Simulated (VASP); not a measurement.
# Ti (P-1) in VASP: notebook

Runs on Ti. Level: PBE. Tasks: electric field gradients.

Program: VASP 6.6.1. These are calculated values, not measurements. Logs are shortened: lines on timing, memory, paths and dates and some standing lists are left out, and cuts for length are marked.

## 1. The cell of the first run

The typed cell holds 2 atoms: a = 2.951 Å, b = 2.988 Å, c = 4.687 Å, α = 90.62°, β = 91.71°, γ = 121.27°.

## 2. Electric field gradients, PBE (equal xy, yz and zx shear strains of -3 %)

The input, INCAR:

```
SYSTEM = Ti
PREC = Accurate ; ENCUT = 520
EDIFF = 1E-8 ; ISMEAR = -1
SIGMA = 0.08 ; LREAL = .FALSE.
LASPH = .TRUE. ; NELM = 80
ALGO = Normal ; ISIF = 2
LWAVE = .FALSE. ; LCHARG = .FALSE.
GGA = PE ; LEFG = .TRUE.
NBANDS = 19
```

The input, KPOINTS:

```
Automatic mesh
0
G
  13 13 7
  0 0 0
```

The input, POSCAR:

```
Ti
1.0
    2.9499978604     -0.0442499679     -0.0442499679
   -1.5133205265      2.5768980722     -0.0161966124
   -0.0702900000     -0.0702900000      4.6860000000
Ti
2
Direct
    0.3333333333      0.6666666667      0.2500000000
    0.6666666667      0.3333333333      0.7500000000
```

Potentials or basis: VASP PAW PBE potentials, release 64 (Ti_sv).

On the command line:

```console
> cat potpaw_PBE.64/Ti_sv/POTCAR > POTCAR
> mpirun -np 1 vasp_std > vasp.out
```

OUTCAR:

```text
SYSTEM = Ti
   PREC = Accurate
   ENCUT = 520
   EDIFF = 1E-8
   ISMEAR = -1
   LREAL = .FALSE.
   LASPH = .TRUE.
   NELM = 80
   ISIF = 2
   GGA = PE

 ion  position               nearest neighbor table
   1  0.333  0.667  0.250-   2 2.83   2 2.86   2 2.90
   2  0.667  0.333  0.750-   1 2.83   1 2.86   1 2.90

  LATTYP: Found a triclinic cell.
 ALAT       =     2.9884452514
 B/A-ratio  =     2.3545969007
 C/A-ratio  =     0.9873567314
 COS(alpha) =     0.0017918142
 COS(beta)  =     0.5191268021
 COS(gamma) =     0.6388804514

  Lattice vectors:

 A1 = (  -1.5133205265,   2.5768980722,  -0.0161966124)
 A2 = (  -0.0063531926,   5.1798361765,  -4.7626431927)
 A3 = (  -2.9499978604,   0.0442499679,   0.0442499679)

Analysis of symmetry for initial positions (statically):
=====================================================================
 Subroutine PRICEL returns:
 Original cell was already a primitive cell.

 Routine SETGRP: Setting up the symmetry group for a
 triclinic supercell.

 Subroutine GETGRP returns: Found  2 space group operations
 (whereof  2 operations were pure point group operations)
 out of a pool of  2 trial point group operations.

The static configuration has the point symmetry S_2 .

Analysis of symmetry for dynamics (positions and initial velocities):
=====================================================================
 Subroutine PRICEL returns:
 Original cell was already a primitive cell.

 Routine SETGRP: Setting up the symmetry group for a
 triclinic supercell.

 Subroutine GETGRP returns: Found  2 space group operations
 (whereof  2 operations were pure point group operations)
 out of a pool of  2 trial point group operations.

The dynamic configuration has the point symmetry S_2 .

 Subroutine INISYM returns: Found  2 space group operations
 (whereof  2 operations are pure point group operations),
 and found     1 'primitive' translations

----------------------------------------------------------------------------------------

                                     Primitive cell

  volume of cell :      35.2923

  direct lattice vectors                    reciprocal lattice vectors
[... 116 lines left out ...]
   LEPSILON=     F    determine dielectric tensor
   LRPA    =     F    only Hartree local field effects (RPA)
 non-spin polarized calculation
  energy-cutoff  :      520.00
  volume of cell :       35.29
 maximum number of plane-waves:       971
 NGX is ok and might be reduce to    24
   NGX = 11   NGY = 11   NGZ = 17

 number of electron      23.9999999 magnetization

 Free energy of the ion-electron system (eV)
  ---------------------------------------------------
  ext. energy  EPLUGINS =         0.00000000
  ---------------------------------------------------
  free energy    TOTEN  =       -15.67648588 eV

  energy without entropy =      -15.62655452  energy(sigma->0) =      -15.65152020

 E-fermi :   8.1480     XC(G=0): -11.4217

 val. band max:        8.1461803932   @ k =  -0.0000  -0.0000   0.4286
 cond. band min:       8.1484521650   @ k =  -0.0769   0.1538   0.0000
 fundamental gap:      0.0022717718
 Fermi energy:         8.1480300291

 k-point     1 :       0.0000    0.0000    0.0000
  band No.  band energies     occupation
      1     -48.7105      2.00000
      2     -48.5822      2.00000
      3     -25.2777      2.00000
      4     -24.6823      2.00000
      5     -24.6537      2.00000
      6     -24.6086      2.00000
[... 505 lines left out ...]
      6     -24.7790      2.00000
[... 11 lines left out ...]
     18      11.3641      0.00000
     19      11.5022      0.00000

 [... further k-points ...]
[... 5 lines left out ...]
  --------------------------------------------------------------------------------------
  -------------------------------------------------------------------------------------
  Total       -0.3574422     -0.3490771     -0.4452970      0.4213910      0.2789396      0.2813368
  in kB      -16.2269278    -15.8471745    -20.2152993     19.1300321     12.6631159     12.7719430
  external PRESSURE =     -17.4298005 kB  Pullay stress =       0.0000000 kB

 VOLUME and BASIS-vectors are now :
 -----------------------------------------------------------------------------
  energy-cutoff  :      520.00
  volume of cell :       35.29
      direct lattice vectors                 reciprocal lattice vectors
     2.949997860 -0.044249968 -0.044249968     0.342119982  0.200966092  0.008146291
    -1.513320527  2.576898072 -0.016196612     0.005963499  0.391603100  0.005963499
    -0.070290000 -0.070290000  4.686000000     0.003251256  0.003251256  0.213499160

 POSITION                                       TOTAL-FORCE (eV/Angst)
 -----------------------------------------------------------------------------------
     -0.04312      1.68561      1.14595         0.081818      0.002697      0.016061
      1.40951      0.77675      3.47960        -0.081818     -0.002697     -0.016061
 -----------------------------------------------------------------------------------
    total drift:                               -0.000000      0.000000     -0.000000

  FREE ENERGIE OF THE ION-ELECTRON SYSTEM (eV)
  ---------------------------------------------------
  free  energy   TOTEN  =       -15.6764858778 eV

  energy  without entropy=      -15.6265545162  energy(sigma->0) =      -15.65152020

 Electric field gradients (V/A^2)
---------------------------------------------------------------------
 ion       V_xx      V_yy      V_zz      V_xy      V_xz      V_yz
---------------------------------------------------------------------
   1      -8.388    -8.140    16.528     0.856     2.050     2.068
   2      -8.388    -8.140    16.528     0.856     2.050     2.068
---------------------------------------------------------------------

 Electric field gradients after diagonalization (V/A^2)
 (convention: |V_zz| > |V_xx| > |V_yy|)
----------------------------------------------------------------------
 ion       V_xx      V_yy      V_zz     asymmetry (V_yy - V_xx)/ V_zz
----------------------------------------------------------------------
   1      -9.131    -7.746    16.877       0.082
   2      -9.131    -7.746    16.877       0.082
----------------------------------------------------------------------

           NMR quadrupolar parameters

 Cq : quadrupolar parameter    Cq=e*Q*V_zz/h
 eta: asymmetry parameters     (V_yy - V_xx)/ V_zz
 Q  : nuclear electric quadrupole moment in mb (millibarn)
----------------------------------------------------------------------
 ion       Cq(MHz)       eta       Q (mb)
----------------------------------------------------------------------
   1       0.041       0.082       1.000
   2       0.041       0.082       1.000
----------------------------------------------------------------------
```

OSZICAR:

```text
N       E                     dE             d eps       ncg     rms          rms(c)
DAV:   1     0.263669602792E+03    0.26367E+03   -0.13061E+04 22504   0.157E+03
DAV:   2     0.126293679991E+02   -0.25104E+03   -0.24704E+03 23080   0.441E+02
DAV:   3    -0.164598628541E+02   -0.29089E+02   -0.28740E+02 41984   0.123E+02
DAV:   4    -0.177337354413E+02   -0.12739E+01   -0.12718E+01 26182   0.267E+01
DAV:   5    -0.177948632793E+02   -0.61128E-01   -0.61122E-01 33391   0.420E+00    0.117E+01
DAV:   6    -0.156733704734E+02    0.21215E+01   -0.78362E+00 26281   0.278E+01    0.288E+00
DAV:   7    -0.156587954982E+02    0.14575E-01   -0.67689E-01 33942   0.595E+00    0.204E+00
DAV:   8    -0.156837779644E+02   -0.24982E-01   -0.19434E-01 24748   0.506E+00    0.682E-01
DAV:   9    -0.156760562508E+02    0.77217E-02   -0.43457E-02 25588   0.210E+00    0.688E-02
DAV:  10    -0.156764555851E+02   -0.39933E-03   -0.30358E-03 32571   0.326E-01    0.774E-02
DAV:  11    -0.156764950531E+02   -0.39468E-04   -0.11050E-04 27773   0.737E-02    0.376E-02
DAV:  12    -0.156764854124E+02    0.96406E-05   -0.35061E-05 24887   0.515E-02    0.407E-03
DAV:  13    -0.156764853609E+02    0.51510E-07   -0.12909E-06 29208   0.942E-03    0.815E-04
DAV:  14    -0.156764858053E+02   -0.44437E-06   -0.11500E-07 34053   0.217E-03    0.609E-04
DAV:  15    -0.156764858730E+02   -0.67671E-07   -0.12351E-08 16414   0.894E-04    0.793E-05
DAV:  16    -0.156764858909E+02   -0.17899E-07   -0.11568E-09 12451   0.289E-04    0.704E-05
DAV:  17    -0.156764858792E+02    0.11658E-07   -0.30194E-10 12049   0.171E-04    0.789E-06
DAV:  18    -0.156764858778E+02    0.14252E-08   -0.80827E-11 11896   0.833E-05
   1 F= -.15676486E+02 E0= -.15651520E+02  d E =-.499314E-01
```

Wall time 2.3 min (1 thread of Intel Xeon 6975P-C (Granite Rapids), shared host); peak memory 0.41 GiB.

Results:

| Property | Result |
| --- | --- |
| Free energy | -15.6765 eV |
| Pressure | -1.7 GPa |
| Largest force | 0.083 eV/Å |
| Band gap on the k mesh | zero (band 12 reaches 8.88 eV, above the bottom of band 13 at 7.79 eV) |

Forces in eV/Å, atoms in the order of the input:
```
Ti   0.082  0.003  0.016
Ti  -0.082 -0.003 -0.016
```

Stress tensor (GPa, compression positive):
```
-1.62  1.91  1.28
 1.91 -1.58  1.27
 1.28  1.27 -2.02
```

Electric field gradients, principal values (V/Å²):
| atom | least | middle | greatest (by size) |
| --- | --- | --- | --- |
| 1 Ti | -7.746 | -9.131 | 16.877 |
| 2 Ti | -7.746 | -9.131 | 16.877 |

Caveat: the cell differs from its parent crystal (equal xy, yz and zx shear strains of -3 %); without QUAD_EFG the Cq values of the log hold for a quadrupole moment of 1 mb, not for the nuclei.

## 3. Electric field gradients, PBE (equal xy, yz and zx shear strains of -3 %)

The input, INCAR:

```
  ALGO = Normal
  EDIFF = 1E-8
  ENCUT = 520
  GGA = PE
  ISIF = 2
  ISMEAR = -1
  LASPH = True
  LCHARG = False
  LEFG = True
  LREAL = False
  LWAVE = False
  NBANDS = 19
  NELM = 80
  PREC = Accurate
  SIGMA = 0.08
```

The input, KPOINTS:

```
k-points
0
Gamma
  13 13 7
```

POSCAR is that of step 2.

Potentials or basis: VASP PAW PBE potentials, release 64 (Ti_sv).

On the command line:

```console
> cat potpaw_PBE.64/Ti_sv/POTCAR > POTCAR
> mpirun -np 1 vasp_std > vasp.out
```

OUTCAR:

```text
EDIFF = 1E-8
   ENCUT = 520
   GGA = PE
   ISIF = 2
   ISMEAR = -1
   LASPH = True
   LREAL = False
   NELM = 80
   PREC = Accurate

 ion  position               nearest neighbor table
   1  0.333  0.667  0.250-   2 2.83   2 2.86   2 2.90
   2  0.667  0.333  0.750-   1 2.83   1 2.86   1 2.90

  LATTYP: Found a triclinic cell.
 ALAT       =     2.9884452514
 B/A-ratio  =     2.3545969007
 C/A-ratio  =     0.9873567314
 COS(alpha) =     0.0017918142
 COS(beta)  =     0.5191268021
 COS(gamma) =     0.6388804514

  Lattice vectors:

 A1 = (  -1.5133205265,   2.5768980722,  -0.0161966124)
 A2 = (  -0.0063531926,   5.1798361765,  -4.7626431927)
 A3 = (  -2.9499978604,   0.0442499679,   0.0442499679)

Analysis of symmetry for initial positions (statically):
=====================================================================
 Subroutine PRICEL returns:
 Original cell was already a primitive cell.

[... 719 lines left out ...]
  volume of cell :       35.29
      direct lattice vectors                 reciprocal lattice vectors
     2.949997860 -0.044249968 -0.044249968     0.342119982  0.200966092  0.008146291
    -1.513320527  2.576898072 -0.016196612     0.005963499  0.391603100  0.005963499
    -0.070290000 -0.070290000  4.686000000     0.003251256  0.003251256  0.213499160

 POSITION                                       TOTAL-FORCE (eV/Angst)
 -----------------------------------------------------------------------------------
     -0.04312      1.68561      1.14595         0.081818      0.002697      0.016061
      1.40951      0.77675      3.47960        -0.081818     -0.002697     -0.016061
 -----------------------------------------------------------------------------------
    total drift:                               -0.000000      0.000000     -0.000000

  FREE ENERGIE OF THE ION-ELECTRON SYSTEM (eV)
  ---------------------------------------------------
  free  energy   TOTEN  =       -15.6764858778 eV

  energy  without entropy=      -15.6265545162  energy(sigma->0) =      -15.65152020

 Electric field gradients (V/A^2)
---------------------------------------------------------------------
 ion       V_xx      V_yy      V_zz      V_xy      V_xz      V_yz
---------------------------------------------------------------------
   1      -8.388    -8.140    16.528     0.856     2.050     2.068
   2      -8.388    -8.140    16.528     0.856     2.050     2.068
---------------------------------------------------------------------

 Electric field gradients after diagonalization (V/A^2)
 (convention: |V_zz| > |V_xx| > |V_yy|)
----------------------------------------------------------------------
 ion       V_xx      V_yy      V_zz     asymmetry (V_yy - V_xx)/ V_zz
----------------------------------------------------------------------
   1      -9.131    -7.746    16.877       0.082
   2      -9.131    -7.746    16.877       0.082
----------------------------------------------------------------------

           NMR quadrupolar parameters

 Cq : quadrupolar parameter    Cq=e*Q*V_zz/h
 eta: asymmetry parameters     (V_yy - V_xx)/ V_zz
 Q  : nuclear electric quadrupole moment in mb (millibarn)
----------------------------------------------------------------------
 ion       Cq(MHz)       eta       Q (mb)
----------------------------------------------------------------------
   1       0.041       0.082       1.000
   2       0.041       0.082       1.000
----------------------------------------------------------------------
```

OSZICAR:

```text
N       E                     dE             d eps       ncg     rms          rms(c)
DAV:   1     0.263669602792E+03    0.26367E+03   -0.13061E+04 22504   0.157E+03
DAV:   2     0.126293679991E+02   -0.25104E+03   -0.24704E+03 23080   0.441E+02
DAV:   3    -0.164598628541E+02   -0.29089E+02   -0.28740E+02 41984   0.123E+02
DAV:   4    -0.177337354413E+02   -0.12739E+01   -0.12718E+01 26182   0.267E+01
DAV:   5    -0.177948632793E+02   -0.61128E-01   -0.61122E-01 33391   0.420E+00    0.117E+01
DAV:   6    -0.156733704734E+02    0.21215E+01   -0.78362E+00 26281   0.278E+01    0.288E+00
DAV:   7    -0.156587954982E+02    0.14575E-01   -0.67689E-01 33942   0.595E+00    0.204E+00
DAV:   8    -0.156837779644E+02   -0.24982E-01   -0.19434E-01 24748   0.506E+00    0.682E-01
DAV:   9    -0.156760562508E+02    0.77217E-02   -0.43457E-02 25588   0.210E+00    0.688E-02
DAV:  10    -0.156764555851E+02   -0.39933E-03   -0.30358E-03 32571   0.326E-01    0.774E-02
DAV:  11    -0.156764950531E+02   -0.39468E-04   -0.11050E-04 27773   0.737E-02    0.376E-02
DAV:  12    -0.156764854124E+02    0.96406E-05   -0.35061E-05 24887   0.515E-02    0.407E-03
DAV:  13    -0.156764853609E+02    0.51510E-07   -0.12909E-06 29208   0.942E-03    0.815E-04
DAV:  14    -0.156764858053E+02   -0.44437E-06   -0.11500E-07 34053   0.217E-03    0.609E-04
DAV:  15    -0.156764858730E+02   -0.67671E-07   -0.12351E-08 16414   0.894E-04    0.793E-05
DAV:  16    -0.156764858909E+02   -0.17899E-07   -0.11568E-09 12451   0.289E-04    0.704E-05
DAV:  17    -0.156764858792E+02    0.11658E-07   -0.30194E-10 12049   0.171E-04    0.789E-06
DAV:  18    -0.156764858778E+02    0.14252E-08   -0.80827E-11 11896   0.833E-05
   1 F= -.15676486E+02 E0= -.15651520E+02  d E =-.499314E-01
```

stdout:

```text
POSCAR found type information on POSCAR Ti
 POSCAR found :  1 types and       2 ions
 scaLAPACK will be used
 LDA part: xc-table for (Slater+PW92), standard interpolation
 POSCAR, INCAR and KPOINTS ok, starting setup
 FFT: planning ... GRIDC
 FFT: planning ... GRID_SOFT
 FFT: planning ... GRID
 WAVECAR not read
 entering main loop
ion   1
     0.0000422     0.3511974     0.4532596    -1.6053480     0.4546343    -0.0180592
     0.0000581     0.3511974     0.4532596    -1.6053480     0.4546343    -0.0180592
     0.0000800     0.3511974     0.4532596    -1.6053479     0.4546343    -0.0180592
     0.0001102     0.3511974     0.4532596    -1.6053479     0.4546343    -0.0180592

     0.0000422    -0.5880958    -1.7349436   -12.9831770    -1.7180444     0.1058071
     0.0000581    -0.5880811    -1.7349254   -12.9831174    -1.7180263     0.1058061
     0.0000800    -0.5880566    -1.7348954   -12.9830187    -1.7179965     0.1058044
     0.0001102    -0.5880159    -1.7348461   -12.9828562    -1.7179474     0.1058016

ion   2
     0.0000422     0.3511974     0.4532596    -1.6053480     0.4546343    -0.0180592
     0.0000581     0.3511974     0.4532596    -1.6053480     0.4546343    -0.0180592
     0.0000800     0.3511974     0.4532596    -1.6053479     0.4546343    -0.0180592
     0.0001102     0.3511974     0.4532596    -1.6053479     0.4546343    -0.0180592

     0.0000422    -0.5880958    -1.7349436   -12.9831770    -1.7180444     0.1058071
     0.0000581    -0.5880811    -1.7349254   -12.9831174    -1.7180263     0.1058061
     0.0000800    -0.5880566    -1.7348954   -12.9830187    -1.7179965     0.1058044
     0.0001102    -0.5880159    -1.7348461   -12.9828562    -1.7179474     0.1058016
```

Run time: 2.5 min. Hardware: 1 thread of Intel Xeon 6975P-C (Granite Rapids), shared host; peak memory 0.41 GiB.

What came out:

```yaml
Free_energy: -15.6765 eV
Pressure: -1.7 GPa
Largest_force: 0.083 eV/Å
Band_gap_on_the_k_mesh: zero (band 12 reaches 8.88 eV, above the bottom of band 13 at 7.79 eV)
```

Forces on the atoms (eV/Å):
```
Ti   0.082  0.003  0.016
Ti  -0.082 -0.003 -0.016
```

Stress tensor (GPa, compression positive):
```
-1.62  1.91  1.28
 1.91 -1.58  1.27
 1.28  1.27 -2.02
```

Electric field gradients, principal values (V/Å²):
| atom | least | middle | greatest (by size) |
| --- | --- | --- | --- |
| 1 Ti | -7.746 | -9.131 | 16.877 |
| 2 Ti | -7.746 | -9.131 | 16.877 |

Caveat: the cell differs from its parent crystal (equal xy, yz and zx shear strains of -3 %); without QUAD_EFG the Cq values of the log hold for a quadrupole moment of 1 mb, not for the nuclei.
